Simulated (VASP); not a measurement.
# Au (I4/mmm) in VASP: notebook

Runs on Au. Level: r2SCAN. Tasks: single point.

Everything below comes from runs of VASP 6.6.1. Logs are shortened: lines on timing, memory, paths and dates and some standing lists are left out, and cuts for length are marked.

### 1 The cell of the first run

It takes space group I4/mmm (No. 139, tetragonal). The conventional cell has a = 3.149 Å, b = 3.149 Å, c = 3.232 Å, α = 90.00°, β = 90.00°, γ = 90.00°. Au (site symmetry 4/mmm) has 14 Au at 2.75 to 3.23 Å within 3.6 Å.

### 2 Single point, r2SCAN (strain -0.050 along x and y, -0.025 along z)

POSCAR reads:

```
Au
1.0
   -1.5744055500      1.5744055500      1.6158372750
    1.5744055500     -1.5744055500      1.6158372750
    1.5744055500      1.5744055500     -1.6158372750
Au
1
Direct
    0.0000000000      0.0000000000      0.0000000000
```

INCAR.step1 reads:

```
SYSTEM = Au
ALGO = Normal
EDIFF = 1E-4
ENCUT = 520
GGA = PE
ISMEAR = 0
LASPH = .True.
LCHARG = .False.
LREAL = .False.
LWAVE = .True.
NBANDS = 12
NELM = 80
PREC = Accurate
SIGMA = 0.15
```

INCAR.step2 reads:

```
SYSTEM = Au
ALGO = Normal
EDIFF = 1E-7
ENCUT = 520
ISIF = 2
ISMEAR = 0
ISTART = 1
LASPH = .True.
LCHARG = .True.
LELF = .True.
LMIXTAU = .True.
LREAL = .False.
LVHAR = .True.
LWAVE = .False.
METAGGA = R2SCAN
NBANDS = 12
NELM = 80
PREC = Accurate
SIGMA = 0.15
```

KPOINTS reads:

```
k-points
0
Gamma
  20 20 20
  0 0 0
```

Potentials or basis: VASP PAW PBE potentials, release 64 (Au).

On the command line:

```
$ cat potpaw_PBE.64/Au/POTCAR > POTCAR
$ cp INCAR.step1 INCAR
$ mpirun -np 1 vasp_std > vasp.out
$ cp INCAR.step2 INCAR
$ mpirun -np 1 vasp_std > vasp.out
```

OUTCAR:

```text
SYSTEM = Au
   EDIFF = 1E-7
   ENCUT = 520
   ISIF = 2
   ISMEAR = 0
   ISTART = 1
   LASPH = .True.
   LREAL = .False.
   METAGGA = R2SCAN
   NELM = 80
   PREC = Accurate

 ion  position               nearest neighbor table
   1  0.000  0.000  0.000-

  LATTYP: Found a body centered tetragonal cell.
 ALAT       =     3.1488111000
 C/A-ratio  =     1.0263157895

  Lattice vectors:

 A1 = (  -1.5744055500,   1.5744055500,   1.6158372750)
 A2 = (   1.5744055500,  -1.5744055500,   1.6158372750)
 A3 = (   1.5744055500,   1.5744055500,  -1.6158372750)

Analysis of symmetry for initial positions (statically):
=====================================================================
 Subroutine PRICEL returns:
 Original cell was already a primitive cell.

 Routine SETGRP: Setting up the symmetry group for a
 body centered tetragonal supercell.

 Subroutine GETGRP returns: Found 16 space group operations
 (whereof 16 operations were pure point group operations)
 out of a pool of 16 trial point group operations.

The static configuration has the point symmetry D_4h.

Analysis of symmetry for dynamics (positions and initial velocities):
=====================================================================
 Subroutine PRICEL returns:
 Original cell was already a primitive cell.

 Routine SETGRP: Setting up the symmetry group for a
 body centered tetragonal supercell.

 Subroutine GETGRP returns: Found 16 space group operations
 (whereof 16 operations were pure point group operations)
 out of a pool of 16 trial point group operations.

The dynamic configuration has the point symmetry D_4h.

 Subroutine INISYM returns: Found 16 space group operations
 (whereof 16 operations are pure point group operations),
 and found     1 'primitive' translations

----------------------------------------------------------------------------------------

                                     Primitive cell

  volume of cell :      16.0210

  direct lattice vectors                    reciprocal lattice vectors
    -1.574405550  1.574405550  1.615837275     0.000000000  0.317580181  0.309437100
     1.574405550 -1.574405550  1.615837275     0.317580181  0.000000000  0.309437100
     1.574405550  1.574405550 -1.615837275     0.317580181  0.317580181  0.000000000

  length of vectors
     2.751079019  2.751079019  2.751079019     0.443405560  0.443405560  0.449126200

  position of ions in fractional coordinates (direct lattice)
     0.000000000  0.000000000  0.000000000

  ion indices of the primitive-cell ions
   primitive index   ion index
                 1           1

----------------------------------------------------------------------------------------

 KPOINTS: k-points

Automatic generation of k-mesh.
 Grid dimensions read from file:
 generate k-points for:   20   20   20

 Generating k-lattice:

  Cartesian coordinates                     Fractional coordinates (reciprocal lattice)
     0.000000000  0.015879009  0.015471855     0.050000000 -0.000000000  0.000000000
     0.015879009  0.000000000  0.015471855    -0.000000000  0.050000000  0.000000000
     0.015879009  0.015879009  0.000000000     0.000000000  0.000000000  0.050000000

  Length of vectors
     0.022170278  0.022170278  0.022456310

  Shift w.r.t. Gamma in fractional coordinates (k-lattice)
     0.000000000  0.000000000  0.000000000

 Subroutine IBZKPT returns following result:
 ===========================================

 Found    641 irreducible k-points:

 Following reciprocal coordinates:
            Coordinates               Weight
  0.000000  0.000000  0.000000      1.000000
  0.050000  0.000000 -0.000000      8.000000
  0.100000  0.000000 -0.000000      8.000000
  0.150000  0.000000 -0.000000      8.000000
  0.200000  0.000000 -0.000000      8.000000
  0.250000  0.000000 -0.000000      8.000000
[... 16 lines left out ...]
 -0.400000  0.050000  0.000000     16.000000
 -0.350000  0.050000  0.000000     16.000000
 [... further k-points ...]
   k-points           NKPTS =    641   k-points in BZ     NKDIM =    641   number of bands    NBANDS=     12
   number of dos      NEDOS =    301   number of ions     NIONS =      1
   total plane-waves  NPLWV =   8000
   dimension x,y,z NGX =    20 NGY =   20 NGZ =   20
   dimension x,y,z NGXF=    40 NGYF=   40 NGZF=   40
   ions per type =               1
   NGX,Y,Z   is equivalent  to a cutoff of  12.09, 12.09, 12.09 a.u.
   NGXF,Y,Z  is equivalent  to a cutoff of  24.17, 24.17, 24.17 a.u.
 SYSTEM =  Au
   PREC   = accura    normal or accurate (medium, high low for compatibility)
   ISTART =      1    job   : 0-new  1-cont  2-samecut
   ICHARG =      0    charge: 1-file 2-atom 10-const
   ISPIN  =      1    spin polarized calculation?
   LNONCOLLINEAR =      F non collinear calculations
   LSORBIT =      F    spin-orbit coupling
   LASPH  =      T    aspherical Exc in radial PAW
   ENCUT  =  520.0 eV  38.22 Ry    6.18 a.u.   5.12  5.12  5.12*2*pi/ulx,y,z
   NELM   =     80;   NELMIN=  2; NELMDL=  0     # of ELM steps
   EDIFF  = 0.1E-06   stopping-criterion for ELM
   LREAL  =      F    real-space projection
   EDIFFG = 0.1E-05   stopping-criterion for IOM
   NSW    =      0    number of steps for IOM
   IBRION =     -1    ionic relax: 0-MD 1-quasi-New 2-CG
   NFREE  =      0    steps in history (QN), initial steepest desc. (CG)
   ISIF   =      2    stress and relaxation
   ISYM   =      2    0-nonsym 1-usesym 2-fastsym
   POTIM  = 0.5000    time-step for ionic-motion
   TEBEG  =    0.0;   TEEND  =   0.0 temperature during run
   PSTRESS=    0.0 pullay stress
   NELECT =      11.0000    total number of electrons
   NUPDOWN=      -1.0000    fix difference up-down
   EMIN   =  10.00;   EMAX   =-10.00  energy-range for DOS
   EFERMI =   0.00;   METHOD = LEGACY
   ISMEAR =     0;   SIGMA  =   0.15  broadening in eV -4-tet -1-fermi 0-gaus
   EFERMI_NEDOS =   21; number of points for ismear=-14 and -15
   IALGO  =     38    algorithm
   IMIX   =      4    mixing-type and parameters
     AMIX     =   0.40;   BMIX     =  1.00
     AMIX_MAG =   1.60;   BMIX_MAG =  1.00
  volume/ion in A,a.u.               =      16.02       108.12
  Fermi-wavevector in a.u.,A,eV,Ry     =   1.444249  2.729235 28.379788  2.085856
  Thomas-Fermi vector in A             =   2.562565
   LORBIT       =      0    0 simple, 1 ext, 2 COOP (PROOUT), +10 PAW based schemes
   METAGGA = R2SCAN    functional components
   LHFCALC =     F    Hartree Fock is set to
   AEXX    =    0.0000 exact exchange contribution
   IVDW    =     0    specifies the selected vdW correction
   LEPSILON=     F    determine dielectric tensor
   LRPA    =     F    only Hartree local field effects (RPA)
 non-spin polarized calculation
 Gauss-broadening in eV      SIGMA  =   0.15
  energy-cutoff  :      520.00
  volume of cell :       16.02
 maximum number of plane-waves:       446
   NGX = 11   NGY = 11   NGZ = 11

 number of electron      10.9999999 magnetization

 Free energy of the ion-electron system (eV)
  ---------------------------------------------------
  ext. energy  EPLUGINS =         0.00000000
  ---------------------------------------------------
  free energy    TOTEN  =       -50.48987246 eV

  energy without entropy =      -50.48758185  energy(sigma->0) =      -50.48872716

 E-fermi :  10.4522     XC(G=0): -14.0711

 val. band max:       10.4386201247   @ k =  -0.2000   0.4000   0.2000
 cond. band min:      10.4769248901   @ k =   0.4000   0.1000  -0.0000
 fundamental gap:      0.0383047654
 Fermi energy:        10.4522434350

 k-point     1 :       0.0000    0.0000    0.0000
  band No.  band energies     occupation
      1      -0.3892      2.00000
      2       4.8155      2.00000
      3       4.8155      2.00000
      4       5.0053      2.00000
      5       6.9488      2.00000
      6       7.1691      2.00000
      7      27.4928      0.00000
      8      27.9877      0.00000
      9      27.9877      0.00000
     10      36.2354      0.00000
     11      37.2640      0.00000
     12      37.2933      0.00000

 k-point     2 :       0.0500    0.0000   -0.0000
  band No.  band energies     occupation
      1      -0.2881      2.00000
      2       4.8200      2.00000
      3       4.8242      2.00000
      4       5.0378      2.00000
      5       6.9182      2.00000
      6       7.1575      2.00000
      7      27.5406      0.00000
      8      27.9994      0.00000
      9      28.1219      0.00000
     10      34.9559      0.00000
     11      35.7303      0.00000
     12      36.9220      0.00000

 k-point     3 :       0.1000    0.0000   -0.0000
  band No.  band energies     occupation
      1       0.0083      2.00000
      2       4.7660      2.00000
      3       4.8310      2.00000
      4       5.2207      2.00000
      5       6.8298      2.00000
      6       7.1391      2.00000
      7      27.5824      0.00000
      8      27.9352      0.00000
      9      28.5160      0.00000
     10      33.4811      0.00000
     11      34.0490      0.00000
     12      35.8970      0.00000

 k-point     4 :       0.1500    0.0000   -0.0000
  band No.  band energies     occupation
      1       0.4755      2.00000
      2       4.6322      2.00000
      3       4.8474      2.00000
      4       5.5655      2.00000
      5       6.7179      2.00000
      6       7.1312      2.00000
      7      27.0808      0.00000
      8      27.6905      0.00000
      9      29.1452      0.00000
     10      32.4519      0.00000
     11      32.9801      0.00000
     12      34.4265      0.00000

 k-point     5 :       0.2000    0.0000   -0.0000
  band No.  band energies     occupation
      1       1.0584      2.00000
      2       4.4594      2.00000
      3       4.8961      2.00000
      4       6.0357      2.00000
      5       6.6390      2.00000
      6       7.1359      2.00000
      7      25.5779      0.00000
      8      27.1790      0.00000
      9      29.9675      0.00000
     10      32.1667      0.00000
     11      32.7312      0.00000
     12      32.8913      0.00000
[... 228 lines left out ...]
      1       2.3044      2.00000
      2       3.7282      2.00000
      3       6.7610      2.00000
      4       7.2027      2.00000
      5       8.4080      2.00000
      6      10.0114      1.99997
      7      14.6193      0.00000
      8      23.6697      0.00000
      9      25.4172      0.00000
     10      34.2320      0.00000
     11      34.6673      0.00000
     12      34.8695      0.00000

 k-point    22 :      -0.4500    0.0500    0.0000
  band No.  band energies     occupation
      1       2.3297      2.00000
      2       3.7790      2.00000
      3       6.6657      2.00000
      4       7.2006      2.00000
      5       7.9469      2.00000
      6       9.2165      2.00000
      7      15.9929      0.00000
      8      23.9138      0.00000
      9      25.9052      0.00000
     10      33.8395      0.00000
     11      34.4846      0.00000
     12      35.0993      0.00000

 k-point    23 :      -0.4000    0.0500    0.0000
  band No.  band energies     occupation
      1       2.3441      2.00000
      2       3.8782      2.00000
      3       6.4187      2.00000
      4       6.9907      2.00000
      5       7.3790      2.00000
      6       8.4266      2.00000
      7      17.9404      0.00000
      8      24.3890      0.00000
      9      26.8052      0.00000
     10      33.1881      0.00000
     11      34.1124      0.00000
     12      35.3982      0.00000

 k-point    24 :      -0.3500    0.0500    0.0000
  band No.  band energies     occupation
      1       2.2613      2.00000
      2       4.0188      2.00000
      3       5.7525      2.00000
      4       6.7092      2.00000
      5       7.2649      2.00000
      6       7.7172      2.00000
      7      20.1171      0.00000
      8      25.0655      0.00000
      9      27.9913      0.00000
     10      32.2852      0.00000
     11      33.7595      0.00000
     12      35.0996      0.00000

 [... further k-points ...]
[... 5 lines left out ...]
  --------------------------------------------------------------------------------------
  -------------------------------------------------------------------------------------
  Total        1.9180890      1.9180890      1.9178523      0.0000000      0.0000000      0.0000000
  in kB      191.8176182    191.8176182    191.7939469      0.0000000      0.0000000      0.0000000
  external PRESSURE =     191.8097278 kB  Pullay stress =       0.0000000 kB

 VOLUME and BASIS-vectors are now :
 -----------------------------------------------------------------------------
  energy-cutoff  :      520.00
  volume of cell :       16.02
      direct lattice vectors                 reciprocal lattice vectors
    -1.574405550  1.574405550  1.615837275     0.000000000  0.317580181  0.309437100
     1.574405550 -1.574405550  1.615837275     0.317580181  0.000000000  0.309437100
     1.574405550  1.574405550 -1.615837275     0.317580181  0.317580181  0.000000000

 POSITION                                       TOTAL-FORCE (eV/Angst)
 -----------------------------------------------------------------------------------
      0.00000      0.00000      0.00000         0.000000      0.000000      0.000000
 -----------------------------------------------------------------------------------
    total drift:                                0.000000     -0.000000      0.000000

  FREE ENERGIE OF THE ION-ELECTRON SYSTEM (eV)
  ---------------------------------------------------
  free  energy   TOTEN  =       -50.4898724634 eV

  energy  without entropy=      -50.4875818481  energy(sigma->0) =      -50.48872716
```

It took 3.1 min on 1 thread of Intel Xeon Platinum 8559C (Emerald Rapids), shared host; peak memory 0.23 GiB.

What came out:

```yaml
Free_energy: -50.4899 eV
Pressure: 19.2 GPa
```

Caveat: the cell differs from its parent crystal (strain -0.050 along x and y, -0.025 along z); the PAW data sets were made with another functional, which shifts forces and pressure a little; spin-orbit coupling is left out, which moves the levels of the heavy elements.

### 3 Single point, r2SCAN (strain -0.050 along x and y, +0.000 along z)

POSCAR reads:

```
Au
1.0
   -1.5744055500      1.5744055500      1.6572690000
    1.5744055500     -1.5744055500      1.6572690000
    1.5744055500      1.5744055500     -1.6572690000
Au
1
Direct
    0.0000000000      0.0000000000      0.0000000000
```

INCAR.step1 reads:

```
SYSTEM = Au
  PREC = Accurate
  ENCUT = 520
  ISMEAR = 0
  SIGMA = 0.15
  LREAL = .False.
  LASPH = .True.
  NELM = 80
  NBANDS = 12
  GGA = PE
  ALGO = Normal
  EDIFF = 1E-4
  LWAVE = .True.
  LCHARG = .False.
```

INCAR.step2 reads:

```
SYSTEM = Au
  PREC = Accurate
  ENCUT = 520
  EDIFF = 1E-7
  ISMEAR = 0
  SIGMA = 0.15
  LREAL = .False.
  LASPH = .True.
  NELM = 80
  ALGO = Normal
  ISIF = 2
  LWAVE = .False.
  LCHARG = .False.
  METAGGA = R2SCAN
  LMIXTAU = .True.
  NBANDS = 12
  ISTART = 1
```

KPOINTS reads:

```
regular mesh
0
Gamma
  20 20 20
  0 0 0
```

Potentials or basis: VASP PAW PBE potentials, release 64 (Au).

On the command line:

```
$ cat potpaw_PBE.64/Au/POTCAR > POTCAR
$ cp INCAR.step1 INCAR
$ mpirun -np 1 vasp_std > vasp.out
$ cp INCAR.step2 INCAR
$ mpirun -np 1 vasp_std > vasp.out
```

Wall time 3.6 min (1 thread of Intel Xeon Platinum 8559C (Emerald Rapids), shared host); peak memory 0.24 GiB.

It converged, with:

```
Free energy : -50.5314 eV
Pressure    : 13.1 GPa
```

Stress tensor (GPa, compression positive):
```
12.97  0.00  0.00
 0.00 12.97  0.00
 0.00  0.00 13.24
```

Levels at points of the mesh, in eV from the Fermi level:
| k point | band 2 | band 3 | band 4 | band 5 | band 6 | band 7 | band 8 | band 9 | band 10 | band 11 |
| --- | --- | --- | --- | --- | --- | --- | --- | --- | --- | --- |
| (0.00, 0.00, 0.00) | -5.53 | -5.53 | -5.18 | -3.56 | -3.15 | 16.76 | 17.69 | 17.69 | 24.69 | 26.37 |
| (0.50, 0.00, 0.00) | -6.48 | -3.73 | -3.08 | -1.63 | -0.80 | 3.73 | 13.32 | 15.19 | 23.60 | 23.91 |
| (0.50, 0.50, 0.00) | -6.87 | -3.19 | -2.97 | -1.54 | -0.49 | 4.19 | 12.60 | 13.94 | 22.25 | 23.14 |
| (0.50, 0.50, 0.50) | -7.55 | -2.10 | -1.97 | -1.97 | 5.61 | 7.18 | 7.18 | 10.45 | 16.68 | 17.68 |

Caveat: the cell differs from its parent crystal (strain -0.050 along x and y, +0.000 along z); the PAW data sets were made with another functional, which shifts forces and pressure a little; spin-orbit coupling is left out, which moves the levels of the heavy elements.

(Continued in part 2 of 2.)
